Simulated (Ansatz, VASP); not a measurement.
# One calculation of Si, two programs

INCAR

```
SYSTEM = Si
ALGO     = Normal         ! electronic algorithm
EDIFF    = 1E-6           ! SCF threshold, eV
ENCUT    = 520            ! plane-wave cutoff, eV
GGA      = PE             ! functional
ISIF     = 2              ! what is computed and relaxed
ISMEAR   = 0              ! smearing method
LASPH    = .True.         ! aspherical terms in the spheres
LCHARG   = .False.        ! write CHGCAR
LREAL    = .False.        ! projectors in reciprocal space
LWAVE    = .False.        ! write WAVECAR
NBANDS   = 26             ! bands
NELM     = 60             ! most SCF steps
PREC     = Accurate       ! precision mode
SIGMA    = 0.05           ! smearing width, eV
```

The input KPOINTS:

```
k-points
0
Gamma
  10 10 4
  0 0 0
```

The input POSCAR:

```
Si
1.0
    0.0000000000      0.0000000000      3.8608359371
    3.3455832253     -3.3455832253     -1.9304179686
    6.6911664507      6.6911664507      0.0000000000
Si
8
Direct
   -0.0235719299      0.0000000000      0.1786105076
    0.4965311538      0.0000000000      0.6786105076
    0.4965311538      0.0000000000      0.3213894924
   -0.0235719299      0.0000000000      0.8213894924
    0.7245710815      0.6427789847      0.0000000000
    0.4452486793      0.6427789847      0.5000000000
    0.0817920968      0.3572210153      0.0000000000
    0.8024696946      0.3572210153      0.5000000000
```

Input for Ansatz:

```yaml
crystal:
  lattice:
    - [0.0, 0.0, 3.8608359371]
    - [3.3455832253, -3.3455832253, -1.9304179686]
    - [6.6911664507, 6.6911664507, 0.0]
  atoms:
    - { symbol: Si, position: [-0.0235719299, 0.0, 0.1786105076] }
    - { symbol: Si, position: [0.4965311538, 0.0, 0.6786105076] }
    - { symbol: Si, position: [0.4965311538, 0.0, 0.3213894924] }
    - { symbol: Si, position: [-0.0235719299, 0.0, 0.8213894924] }
    - { symbol: Si, position: [0.7245710815, 0.6427789847, 0.0] }
    - { symbol: Si, position: [0.4452486793, 0.6427789847, 0.5] }
    - { symbol: Si, position: [0.0817920968, 0.3572210153, 0.0] }
    - { symbol: Si, position: [0.8024696946, 0.3572210153, 0.5] }
basis:
  ecutwfc: 420
kpoints:
  mp_grid: { grid: [10, 10, 4] }
hamiltonian:
  xc: pbe
  pseudopotentials: { kind: paw, azcp: { folder: soft_1 } }
scf:
  occupations: { method: gaussian, width: 0.05 }
output:
  forces: true
  stress: true
  eigenvalues: true
```

Change from the starting cell: mode 4 frozen in at -0.426 Å and mode 7 at -0.052 Å (largest displacements).

Alike in both runs: task single point; functional PBE; k mesh 10 × 10 × 4; occupations gaussian, width 0.05 eV; no spin polarisation.

|  | VASP | Ansatz |
| --- | --- | --- |
| version | VASP 6.6.1 | Ansatz 0.2.0 |
| potentials or method | VASP PAW PBE potentials, release 64 (Si), cutoff 520 eV | scalar-relativistic, plane waves, PAW |
| valence electrons in the cell | 32 | 32 |

Ansatz gave:

- gap on the k mesh at the Fermi level (eV): none
- pressure (GPa): -1.0
- traceless stress, the component that is largest in VASP (GPa): 0.28
- rms of the force components (eV/Å): 0.364

**Question.** Estimate VASP's values.

**Answer.** gap on the k mesh at the Fermi level (eV): none; pressure (GPa): -1.1; traceless stress, the component that is largest in VASP (GPa): 0.28; rms of the force components (eV/Å): 0.365.

Atom by atom the forces differ by 0.002 eV/Å (rms over components). A gap of «none» marks a metal or a gap that the smearing closes.
